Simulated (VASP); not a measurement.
A run of VASP 6.6.1 is set up as follows.

The input INCAR:

```
PREC = Accurate ; ENCUT = 520
EDIFF = 1E-6 ; ISMEAR = 0
SIGMA = 0.15 ; LREAL = False
LASPH = True ; NELM = 100
ALGO = Fast ; ISIF = 2
LWAVE = False ; LCHARG = False
GGA = PE ; NBANDS = 14
```

KPOINTS

```
Automatic mesh
0
Gamma
  22 22 22
```

File POSCAR:

```
Rh
1.0
    0.0000000000      1.9015500000      1.9015500000
    1.8445035000      0.0000000000      1.9015500000
    1.8445035000      1.9015500000      0.0000000000
Rh
1
Direct
    0.0000000000      0.0000000000      0.0000000000
```

Potentials or basis: VASP PAW PBE potentials, release 64 (Rh_pv).

Command:

```bash
$ cat potpaw_PBE.64/Rh_pv/POTCAR > POTCAR
$ mpirun -np 1 vasp_std > vasp.out
```

(1) Estimate the pressure.

Answers

(1) 15.4 GPa.

Caveat: the cell differs from its parent crystal (strain -0.0300 x Voigt [1, 0, 0, 0, 0, 0]).
